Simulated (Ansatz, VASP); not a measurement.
**Si3Te in VASP and in Ansatz**

```
Si Te
1.0
     0.00000    3.68164    3.68164
     3.68164    0.00000    3.68164
     3.68164    3.68164    0.00000
Si Te
3 1
Direct
  0.50000 0.50000 0.50000
  0.25000 0.25000 0.25000
  0.75000 0.75000 0.75000
  0.00000 0.00000 0.00000
```

Change from the starting cell: species swapped into the Na3Hg type (Fm-3m, No. 225).

Alike in both runs: task single point; functional PBE; k mesh 4 × 4 × 4; occupations gaussian, width 0.1 eV; no spin polarisation.

|  | VASP | Ansatz |
| --- | --- | --- |
| version | VASP 6.6.1 | Ansatz 0.2.0 |
| potentials or method | VASP PAW PBE potentials, release 64 (Si, Te), cutoff 520 eV | scalar-relativistic, plane waves, PAW |
| valence electrons in the cell | 18 | 28 |

|  | VASP | Ansatz | Ansatz less VASP |
| --- | --- | --- | --- |
| gap on the k mesh at the Fermi level (eV) | none | none | - |
| pressure (GPa) | -11.8 | -11.8 | +0.01 |

A gap of «none» marks a metal or a gap that the smearing closes. VASP's potentials hold 18 valence electrons a cell and Ansatz's 28, so a difference there can come from the potentials and not from the codes.

The k mesh is coarse, so the values compare programs but aren't converged. Neither program's run includes spin-orbit coupling.
